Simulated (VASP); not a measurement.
# SiO2 (I-42d) in VASP: a series of runs

The runs below take SiO2 through single point, with PBE.

Everything below comes from runs of VASP 6.6.1. Logs are shortened: lines on timing, memory, paths and dates and some standing lists are left out, and cuts for length are marked.

## (1) The cell of the first run

The structure is tetragonal, space group I-42d (No. 122). The conventional cell has a = 5.152 Å, b = 5.152 Å, c = 7.010 Å, α = 90.00°, β = 90.00°, γ = 90.00°. Si (site symmetry -4) has 4 O at 1.63 Å within 2.2 Å. O (site symmetry 2) has 2 Si at 1.63 Å within 2.2 Å.

## (2) Single point, PBE (strain +0.025 along x and y, -0.050 along z)

INCAR

```
ALGO = Normal ; EDIFF = 1E-6
ENCUT = 520 ; GGA = PE
ISIF = 2 ; ISMEAR = 0
LASPH = True ; LCHARG = True
LELF = True ; LREAL = False
LVHAR = True ; LWAVE = False
NBANDS = 25 ; NELM = 60
PREC = Accurate ; SIGMA = 0.05
```

KPOINTS

```
k-points
0
Gamma
  6 6 6
```

POSCAR

```
SiO2
1.0
   -2.5762035013      2.5762035013      3.5049211370
    2.5762035013     -2.5762035013      3.5049211370
    2.5762035013      2.5762035013     -3.5049211370
Si O
2 4
Direct
    0.0000000000      0.0000000000      0.0000000000
    0.7500000000      0.2500000000      0.5000000000
    0.9670112602      0.6250000000      0.8420112602
    0.3750000000      0.2170112602      0.3420112602
    0.7829887398      0.1250000000      0.1579887398
    0.8750000000      0.0329887398      0.6579887398
```

Potentials or basis: VASP PAW PBE potentials, release 64 (Si, O).

Launch:

```
cat potpaw_PBE.64/Si/POTCAR potpaw_PBE.64/O/POTCAR > POTCAR
mpirun -np 1 vasp_std > vasp.out
```

OUTCAR:

```text
EDIFF = 1E-6
   ENCUT = 520
   GGA = PE
   ISIF = 2
   ISMEAR = 0
   LASPH = True
   LREAL = False
   NELM = 60
   PREC = Accurate

 ion  position               nearest neighbor table
   1  0.000  0.000  0.000-   6 1.63   4 1.63   5 1.63   3 1.63   2 3.12   2 3.12   2 3.12   2 3.12

   2  0.750  0.250  0.500-   5 1.63   4 1.63   3 1.63   6 1.63   1 3.12   1 3.12   1 3.12   1 3.12

   3  0.967  0.625  0.842-   1 1.63   2 1.63
   4  0.375  0.217  0.342-   1 1.63   2 1.63
   5  0.783  0.125  0.158-   2 1.63   1 1.63
   6  0.875  0.033  0.658-   1 1.63   2 1.63

  LATTYP: Found a body centered tetragonal cell.
 ALAT       =     5.1524070026
 C/A-ratio  =     1.3604985535

  Lattice vectors:

 A1 = (  -2.5762035013,   2.5762035013,   3.5049211370)
 A2 = (   2.5762035013,  -2.5762035013,   3.5049211370)
 A3 = (   2.5762035013,   2.5762035013,  -3.5049211370)

Analysis of symmetry for initial positions (statically):
=====================================================================
 Subroutine PRICEL returns:
 Original cell was already a primitive cell.

 Routine SETGRP: Setting up the symmetry group for a
 body centered tetragonal supercell.

 Subroutine GETGRP returns: Found  8 space group operations
 (whereof  4 operations were pure point group operations)
 out of a pool of 16 trial point group operations.

The static configuration has the point symmetry S_4 .
 The point group associated with its full space group is D_2d.

Analysis of symmetry for dynamics (positions and initial velocities):
=====================================================================
 Subroutine PRICEL returns:
 Original cell was already a primitive cell.

 Routine SETGRP: Setting up the symmetry group for a
 body centered tetragonal supercell.

 Subroutine GETGRP returns: Found  8 space group operations
 (whereof  4 operations were pure point group operations)
 out of a pool of 16 trial point group operations.

The dynamic configuration has the point symmetry S_4 .
 The point group associated with its full space group is D_2d.

 Subroutine INISYM returns: Found  8 space group operations
 (whereof  4 operations are pure point group operations),
 and found     1 'primitive' translations

----------------------------------------------------------------------------------------

                                     Primitive cell

  volume of cell :      93.0462

  direct lattice vectors                    reciprocal lattice vectors
    -2.576203501  2.576203501  3.504921137     0.000000000  0.194084046  0.142656562
     2.576203501 -2.576203501  3.504921137     0.194084046  0.000000000  0.142656562
     2.576203501  2.576203501 -3.504921137     0.194084046  0.194084046  0.000000000

  length of vectors
     5.055504044  5.055504044  5.055504044     0.240872397  0.240872397  0.274476291

  position of ions in fractional coordinates (direct lattice)
     0.000000000  0.000000000  0.000000000
     0.750000000  0.250000000  0.500000000
     0.967011260  0.625000000  0.842011260
     0.375000000  0.217011260  0.342011260
     0.782988740  0.125000000  0.157988740
     0.875000000  0.032988740  0.657988740

  ion indices of the primitive-cell ions
   primitive index   ion index
                 1           1
                 2           2
                 3           3
                 4           4
                 5           5
                 6           6

----------------------------------------------------------------------------------------

 KPOINTS: k-points

Automatic generation of k-mesh.
 Grid dimensions read from file:
 generate k-points for:    6    6    6

 Generating k-lattice:

  Cartesian coordinates                     Fractional coordinates (reciprocal lattice)
     0.000000000  0.032347341  0.023776094     0.166666667  0.000000000  0.000000000
     0.032347341  0.000000000  0.023776094     0.000000000  0.166666667  0.000000000
     0.032347341  0.032347341  0.000000000     0.000000000  0.000000000  0.166666667

  Length of vectors
     0.040145400  0.040145400  0.045746048

  Shift w.r.t. Gamma in fractional coordinates (k-lattice)
     0.000000000  0.000000000  0.000000000

 Subroutine IBZKPT returns following result:
 ===========================================

 Found     30 irreducible k-points:

 Following reciprocal coordinates:
            Coordinates               Weight
  0.000000  0.000000  0.000000      1.000000
  0.166667  0.000000  0.000000      8.000000
  0.333333  0.000000  0.000000      8.000000
  0.500000 -0.000000  0.000000      4.000000
  0.166667  0.166667 -0.000000      8.000000
  0.333333  0.166667  0.000000     16.000000
[... 16 lines left out ...]
 -0.333333 -0.333333  0.166667      8.000000
 -0.166667 -0.333333  0.166667      8.000000
 [... further k-points ...]
   k-points           NKPTS =     30   k-points in BZ     NKDIM =     30   number of bands    NBANDS=     25
   number of dos      NEDOS =    301   number of ions     NIONS =      6
   total plane-waves  NPLWV =  64000
   dimension x,y,z NGX =    40 NGY =   40 NGZ =   40
   dimension x,y,z NGXF=    80 NGYF=   80 NGZF=   80
   ions per type =               2   4
   NGX,Y,Z   is equivalent  to a cutoff of  13.15, 13.15, 13.15 a.u.
   NGXF,Y,Z  is equivalent  to a cutoff of  26.31, 26.31, 26.31 a.u.
 SYSTEM =  unknown system
   PREC   = accura    normal or accurate (medium, high low for compatibility)
   ISTART =      0    job   : 0-new  1-cont  2-samecut
   ICHARG =      2    charge: 1-file 2-atom 10-const
   ISPIN  =      1    spin polarized calculation?
   LNONCOLLINEAR =      F non collinear calculations
   LSORBIT =      F    spin-orbit coupling
   LASPH  =      T    aspherical Exc in radial PAW
   ENCUT  =  520.0 eV  38.22 Ry    6.18 a.u.   9.40  9.40  9.40*2*pi/ulx,y,z
   NELM   =     60;   NELMIN=  2; NELMDL= -5     # of ELM steps
   EDIFF  = 0.1E-05   stopping-criterion for ELM
   LREAL  =      F    real-space projection
   EDIFFG = 0.1E-04   stopping-criterion for IOM
   NSW    =      0    number of steps for IOM
   IBRION =     -1    ionic relax: 0-MD 1-quasi-New 2-CG
   NFREE  =      0    steps in history (QN), initial steepest desc. (CG)
   ISIF   =      2    stress and relaxation
   ISYM   =      2    0-nonsym 1-usesym 2-fastsym
   POTIM  = 0.5000    time-step for ionic-motion
   TEBEG  =    0.0;   TEEND  =   0.0 temperature during run
   PSTRESS=    0.0 pullay stress
   NELECT =      32.0000    total number of electrons
   NUPDOWN=      -1.0000    fix difference up-down
   EMIN   =  10.00;   EMAX   =-10.00  energy-range for DOS
   EFERMI =   0.00;   METHOD = LEGACY
   ISMEAR =     0;   SIGMA  =   0.05  broadening in eV -4-tet -1-fermi 0-gaus
   EFERMI_NEDOS =   21; number of points for ismear=-14 and -15
   IALGO  =     38    algorithm
   IMIX   =      4    mixing-type and parameters
     AMIX     =   0.40;   BMIX     =  1.00
     AMIX_MAG =   1.60;   BMIX_MAG =  1.00
  volume/ion in A,a.u.               =      15.51       104.65
  Fermi-wavevector in a.u.,A,eV,Ry     =   1.146987  2.167492 17.899553  1.315580
  Thomas-Fermi vector in A             =   2.283669
   LORBIT       =      0    0 simple, 1 ext, 2 COOP (PROOUT), +10 PAW based schemes
   GGA     = PE    functional components
   LHFCALC =     F    Hartree Fock is set to
   AEXX    =    0.0000 exact exchange contribution
   IVDW    =     0    specifies the selected vdW correction
   LEPSILON=     F    determine dielectric tensor
   LRPA    =     F    only Hartree local field effects (RPA)
 non-spin polarized calculation
 Gauss-broadening in eV      SIGMA  =   0.05
  energy-cutoff  :      520.00
  volume of cell :       93.05
 maximum number of plane-waves:      2545
 NGX is ok and might be reduce to    40
   NGX = 19   NGY = 19   NGZ = 19

 number of electron      32.0000002 magnetization

 Free energy of the ion-electron system (eV)
  ---------------------------------------------------
  ext. energy  EPLUGINS =         0.00000000
  ---------------------------------------------------
  free energy    TOTEN  =       -47.43637641 eV

  energy without entropy =      -47.43637641  energy(sigma->0) =      -47.43637641

 E-fermi :  -0.3842     XC(G=0):  -8.0196

 val. band max:       -0.6419569960   @ k =   0.0000   0.0000   0.0000
 cond. band min:       5.0750043806   @ k =   0.0000   0.0000   0.0000
 fundamental gap:      5.7169613767
 Fermi energy:        -0.3842437942

 k-point     1 :       0.0000    0.0000    0.0000
  band No.  band energies     occupation
      1     -19.7174      2.00000
      2     -17.7692      2.00000
      3     -17.7692      2.00000
      4     -17.5341      2.00000
      5      -9.8190      2.00000
      6      -6.1675      2.00000
[... 17 lines left out ...]
     24      12.1977      0.00000
     25      12.8427      0.00000

 k-point     2 :       0.1667    0.0000    0.0000
  band No.  band energies     occupation
      1     -19.6378      2.00000
      2     -17.8660      2.00000
      3     -17.7741      2.00000
      4     -17.5782      2.00000
      5      -9.6072      2.00000
      6      -6.2185      2.00000
[... 17 lines left out ...]
     24      12.1284      0.00000
     25      12.4294      0.00000

 k-point     3 :       0.3333    0.0000    0.0000
  band No.  band energies     occupation
      1     -19.4360      2.00000
      2     -18.1470      2.00000
      3     -17.7837      2.00000
      4     -17.6165      2.00000
      5      -9.1242      2.00000
      6      -6.4366      2.00000
[... 552 lines left out ...]
 k-point    23 :      -0.3333   -0.3333    0.1667
  band No.  band energies     occupation
      1     -19.2218      2.00000
      2     -18.3499      2.00000
      3     -17.7828      2.00000
      4     -17.7328      2.00000
      5      -8.5964      2.00000
      6      -6.7991      2.00000
[... 17 lines left out ...]
     24      12.1542      0.00000
     25      12.8150      0.00000

 k-point    24 :      -0.1667   -0.3333    0.1667
  band No.  band energies     occupation
      1     -19.4259      2.00000
      2     -18.0715      2.00000
      3     -17.7889      2.00000
      4     -17.7163      2.00000
      5      -9.0668      2.00000
      6      -6.3536      2.00000
[... 17 lines left out ...]
     24      12.0210      0.00000
     25      12.6582      0.00000

 [... further k-points ...]
[... 5 lines left out ...]
  --------------------------------------------------------------------------------------
  -------------------------------------------------------------------------------------
  Total       -0.7809126     -0.7809126      1.3431552      0.0000000      0.0000000      0.0000000
  in kB      -13.4466599    -13.4466599     23.1280067      0.0000000      0.0000000      0.0000000
  external PRESSURE =      -1.2551043 kB  Pullay stress =       0.0000000 kB

 VOLUME and BASIS-vectors are now :
 -----------------------------------------------------------------------------
  energy-cutoff  :      520.00
  volume of cell :       93.05
      direct lattice vectors                 reciprocal lattice vectors
    -2.576203501  2.576203501  3.504921137     0.000000000  0.194084046  0.142656562
     2.576203501 -2.576203501  3.504921137     0.194084046  0.000000000  0.142656562
     2.576203501  2.576203501 -3.504921137     0.194084046  0.194084046  0.000000000

 POSITION                                       TOTAL-FORCE (eV/Angst)
 -----------------------------------------------------------------------------------
      0.00000      0.00000      0.00000         0.000000      0.000000     -0.000000
      0.00000      2.57620      1.75246        -0.000000      0.000000      0.000000
      1.28810      3.05028      2.62869        -0.000000     -0.072506     -0.000000
      0.47408      1.28810      0.87623        -0.072506      0.000000     -0.000000
     -1.28810      2.10212      2.62869         0.000000      0.072506      0.000000
     -0.47408      3.86431      0.87623         0.072506      0.000000      0.000000
 -----------------------------------------------------------------------------------
    total drift:                                0.000002      0.000002      0.000002

  FREE ENERGIE OF THE ION-ELECTRON SYSTEM (eV)
  ---------------------------------------------------
  free  energy   TOTEN  =       -47.4363764098 eV

  energy  without entropy=      -47.4363764098  energy(sigma->0) =      -47.43637641
```

Wall time 1.8 min (1 thread of Intel Xeon 8259CL, shared host); peak memory 0.25 GiB.

What came out:

- Free energy: -47.4364 eV
- Pressure: -0.1 GPa
- Largest force: 0.073 eV/Å
- Band gap on the k mesh: 5.72 eV

Forces in eV/Å, atoms in the order of the input:
```
Si   0.000  0.000  0.000
Si   0.000  0.000  0.000
O    0.000 -0.073  0.000
O   -0.073  0.000  0.000
O    0.000  0.073  0.000
O    0.073  0.000  0.000
```

Stress tensor (GPa, compression positive):
```
-1.34  0.00  0.00
 0.00 -1.34  0.00
 0.00  0.00  2.31
```

Levels at points of the mesh, in eV from the valence-band top:
```csv
k point,band 13,band 14,band 15,band 16,band 17,band 18,band 19,band 20
"(0.00, 0.00, 0.00)",-1.48,-0.56,0.00,0.00,5.72,8.57,10.29,10.39
"(0.50, 0.00, 0.00)",-1.50,-0.80,-0.44,-0.13,7.88,8.90,9.56,10.01
"(0.50, 0.50, 0.00)",-0.95,-0.95,-0.28,-0.28,8.85,8.85,10.09,10.09
"(0.50, 0.50, 0.50)",-1.40,-1.40,-0.44,-0.44,8.80,8.80,10.23,10.23
```

Caveat: the cell differs from its parent crystal (strain +0.025 along x and y, -0.050 along z). A k mesh can miss the band edges.

## (3) Single point, PBE (strain +0.000 along x and y, +0.025 along z)

INCAR

```
SYSTEM = SiO2
PREC = Accurate
ENCUT = 520
EDIFF = 1E-6
ISMEAR = 0
SIGMA = 0.05
LREAL = .FALSE.
LASPH = .TRUE.
NELM = 100
ALGO = Normal
ISIF = 2
LWAVE = .FALSE.
LCHARG = .TRUE.
GGA = PE
LELF = .TRUE.
LVHAR = .TRUE.
NBANDS = 25
```

KPOINTS

```
Automatic mesh
0
G
  6 6 6
  0 0 0
```

Changes to POSCAR since step 2:

```diff
@@ -2,5 +2,5 @@
 1.0
-   -2.5762035013      2.5762035013      3.5049211370
-    2.5762035013     -2.5762035013      3.5049211370
-    2.5762035013      2.5762035013     -3.5049211370
+   -2.5133692696      2.5133692696      3.7816254373
+    2.5133692696     -2.5133692696      3.7816254373
+    2.5133692696      2.5133692696     -3.7816254373
 Si O
```

Potentials or basis: VASP PAW PBE potentials, release 64 (Si, O).

Launch:

```
cat potpaw_PBE.64/Si/POTCAR potpaw_PBE.64/O/POTCAR > POTCAR
mpirun -np 1 vasp_std > vasp.out
```

OUTCAR:

```text
SYSTEM = SiO2
   PREC = Accurate
   ENCUT = 520
   EDIFF = 1E-6
   ISMEAR = 0
   LREAL = .FALSE.
   LASPH = .TRUE.
   NELM = 100
   ISIF = 2
   GGA = PE

 ion  position               nearest neighbor table
   1  0.000  0.000  0.000-   4 1.64   3 1.64   5 1.64   6 1.64   2 3.15   2 3.15   2 3.15   2 3.15

   2  0.750  0.250  0.500-   3 1.64   4 1.64   5 1.64   6 1.64   1 3.15   1 3.15   1 3.15   1 3.15

   3  0.967  0.625  0.842-   2 1.64   1 1.64
   4  0.375  0.217  0.342-   1 1.64   2 1.64
   5  0.783  0.125  0.158-   1 1.64   2 1.64
[... 883 lines left out ...]
  -------------------------------------------------------------------------------------
  Total       -1.8160633     -1.8160633     -2.6804558      0.0000000      0.0000000      0.0000000
  in kB      -30.4502221    -30.4502221    -44.9436275      0.0000000      0.0000000      0.0000000
  external PRESSURE =     -35.2813572 kB  Pullay stress =       0.0000000 kB

 VOLUME and BASIS-vectors are now :
 -----------------------------------------------------------------------------
  energy-cutoff  :      520.00
  volume of cell :       95.55
      direct lattice vectors                 reciprocal lattice vectors
    -2.513369270  2.513369270  3.781625437     0.000000000  0.198936148  0.132218277
     2.513369270 -2.513369270  3.781625437     0.198936148  0.000000000  0.132218277
     2.513369270  2.513369270 -3.781625437     0.198936148  0.198936148  0.000000000

 POSITION                                       TOTAL-FORCE (eV/Angst)
 -----------------------------------------------------------------------------------
      0.00000      0.00000      0.00000        -0.000000     -0.000000      0.000000
      0.00000      2.51337      1.89081        -0.000000     -0.000000     -0.000000
      1.25668      2.97589      2.83622        -0.000000     -0.214087      0.000000
      0.46252      1.25668      0.94541        -0.214087     -0.000000      0.000000
     -1.25668      2.05085      2.83622        -0.000000      0.214087     -0.000000
     -0.46252      3.77005      0.94541         0.214087     -0.000000     -0.000000
 -----------------------------------------------------------------------------------
    total drift:                                0.000002      0.000002      0.000002

  FREE ENERGIE OF THE ION-ELECTRON SYSTEM (eV)
  ---------------------------------------------------
  free  energy   TOTEN  =       -47.4627019322 eV

  energy  without entropy=      -47.4627019322  energy(sigma->0) =      -47.46270193
```

OSZICAR:

```text
N       E                     dE             d eps       ncg     rms          rms(c)
DAV:   1     0.178759613877E+03    0.17876E+03   -0.15816E+04  1500   0.113E+03
DAV:   2    -0.406736903214E+02   -0.21943E+03   -0.20948E+03  2044   0.269E+02
DAV:   3    -0.536350801030E+02   -0.12961E+02   -0.12902E+02  2019   0.675E+01
DAV:   4    -0.537697538027E+02   -0.13467E+00   -0.13460E+00  1791   0.786E+00
DAV:   5    -0.537714882347E+02   -0.17344E-02   -0.17340E-02  2020   0.879E-01    0.198E+01
DAV:   6    -0.474381422555E+02    0.63333E+01   -0.20448E+01  1811   0.283E+01    0.959E+00
DAV:   7    -0.474616240054E+02   -0.23482E-01   -0.68481E-01  1938   0.445E+00    0.344E+00
DAV:   8    -0.474562571028E+02    0.53669E-02   -0.32119E-02  1910   0.154E+00    0.134E+00
DAV:   9    -0.474613819958E+02   -0.51249E-02   -0.20520E-02  1836   0.107E+00    0.290E-01
DAV:  10    -0.474627492117E+02   -0.13672E-02   -0.18849E-03  1622   0.260E-01    0.824E-02
DAV:  11    -0.474626959618E+02    0.53250E-04   -0.52951E-04  1918   0.158E-01    0.243E-02
DAV:  12    -0.474627000449E+02   -0.40831E-05   -0.17167E-05  1766   0.283E-02    0.168E-02
DAV:  13    -0.474627018989E+02   -0.18540E-05   -0.43866E-06  1692   0.146E-02    0.239E-03
DAV:  14    -0.474627019322E+02   -0.33267E-07   -0.38893E-07  1469   0.413E-03
   1 F= -.47462702E+02 E0= -.47462702E+02  d E =-.584993E-11
```

It took 1.9 min on 1 thread of Intel Xeon 8259CL, shared host; peak memory 0.25 GiB.

What came out:

```yaml
Free_energy: -47.4627 eV
Pressure: -3.5 GPa
Largest_force: 0.214 eV/Å
Band_gap_on_the_k_mesh: 5.55 eV
```

Forces on the atoms (eV/Å):
```
Si   0.000  0.000  0.000
Si   0.000  0.000  0.000
O    0.000 -0.214  0.000
O   -0.214  0.000  0.000
O    0.000  0.214  0.000
O    0.214  0.000  0.000
```

Caveat: the cell differs from its parent crystal (strain +0.000 along x and y, +0.025 along z); the cell stands under tension. A k mesh can miss the band edges.
